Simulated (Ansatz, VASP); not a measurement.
## One calculation of CuO, two programs

Contents of INCAR:

```
SYSTEM = CuO
PREC = Accurate
ENCUT = 700
EDIFF = 1E-6
ISMEAR = -1
SIGMA = 0.1
LREAL = .False.
LASPH = .True.
NELM = 200
ALGO = Normal
ISIF = 2
LWAVE = .False.
LCHARG = .False.
ISPIN = 2
MAGMOM = 0 0 1 0
LORBIT = 11
LMAXMIX = 4
LDAU = .True.
LDAUTYPE = 2
LDAUL = -1 2
LDAUU = 0 4
LDAUJ = 0 0
LDAUPRINT = 1
GGA = PE
NBANDS = 37
GGA_COMPAT = .False.
```

File KPOINTS:

```
Automatic mesh
0
Gamma
  7 7 4
  0 0 0
```

Contents of POSCAR:

```
CuO
1.0
    2.3415000000     -1.7101500000      0.0000000000
    2.3415000000      1.7101500000      0.0000000000
   -0.8640400000      0.0000000000      5.0511300000
O Cu
2 2
Direct
    0.5830000000      0.4170000000      0.2500000000
    0.4170000000      0.5830000000      0.7500000000
    0.0000000000      0.5000000000      0.0000000000
    0.5000000000      0.0000000000      0.5000000000
```

Input for Ansatz:

```yaml
crystal:
  lattice:
    - [2.3415, -1.71015, 0.0]
    - [2.3415, 1.71015, 0.0]
    - [-0.86404, 0.0, 5.05113]
  atoms:
    - { symbol: O, position: [0.583, 0.417, 0.25] }
    - { symbol: O, position: [0.417, 0.583, 0.75] }
    - { symbol: Cu, position: [0.0, 0.5, 0.0], spin: 1.0 }
    - { symbol: Cu, position: [0.5, 0.0, 0.5] }
magnetization:
  spin_polarized: true
hamiltonian:
  xc: pbe
  pseudopotentials: { kind: paw }
  hubbard: { sites: [{ species: Cu, l: d, u_eff: 4.0 }] }
basis:
  ecutwfc: 420
kpoints:
  mp_grid: { grid: [7, 7, 4] }
scf:
  occupations: { method: fermi_dirac, width: 0.1 }
  lower_state_search: "off"
output:
  forces: true
  stress: true
```

Alike in both runs: task single point; functional PBE; k mesh 7 × 7 × 4; occupations fermi-dirac, width 0.1 eV; collinear spin; Hubbard terms Cu d U = 4.0 eV.

|  | VASP | Ansatz |
| --- | --- | --- |
| version | VASP 6.6.1 | Ansatz 0.2.0 |
| potentials or method | VASP PAW PBE potentials, release 64 (O, Cu_sv_GW), cutoff 700 eV | PAW, plane waves, scalar-relativistic |
| valence electrons in the cell | 50 | 50 |

Ansatz gave:

- pressure (GPa): 7.9
- traceless stress, the component that is largest in VASP (GPa): 0.69
- rms of the force components (eV/Å): 0.019
- net moment per atom (μB): 0.00
- size of the moment on the site where the two differ most (μB): 0.53

Task: Estimate VASP's values.

Result: Pressure (GPa): 3.6; traceless stress, the component that is largest in VASP (GPa): 0.67; rms of the force components (eV/Å): 0.008; net moment per atom (μB): 0.00; size of the moment on the site where the two differ most (μB): 0.62.

Site moments also hang on the region over which each program counts them. The programs project onto different local orbitals, so the same U acts differently, and such runs can settle in different states. Atom by atom the forces differ by 0.011 eV/Å (rms over components). Ansatz's warnings: seeded moment not kept.
